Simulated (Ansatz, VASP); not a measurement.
Zr: VASP beside Ansatz

```xyz
2
Lattice="0.0000 2.5228 2.5228 2.5228 0.0000 2.5228 2.5228 2.5228 0.0000" Properties=species:S:1:pos:R:3 pbc="T T T"
Zr   -0.6307   -0.6307   -0.6307
Zr    0.6307    0.6307    0.6307
```

Change from the starting cell: volume scaled by 0.58, PAW files.

Alike in both runs: task single point; functional LDA; k mesh 12 × 12 × 12; occupations fermi-dirac, width 0.08 eV; no spin polarisation.

```csv
,VASP,Ansatz
version,VASP 6.6.1,Ansatz 0.2.0
potentials or method,"VASP PAW LDA potentials, release 64 (Zr_sv)","PAW with Ansatz's default frozen-core files, scalar-relativistic"
plane-wave cutoff (eV),520,420
valence electrons in the cell,24,24
```

|  | VASP | Ansatz | Ansatz less VASP |
| --- | --- | --- | --- |
| pressure (GPa) | 84.3 | 81.9 | -2.41 |

LDA's correlation is that of Perdew and Zunger in VASP and of Perdew and Wang (1992) in Ansatz. Both programs put the cell under a high pressure, so it lies far from rest at this level.

Noted on VASP's run: the cell as given lies far from equilibrium.
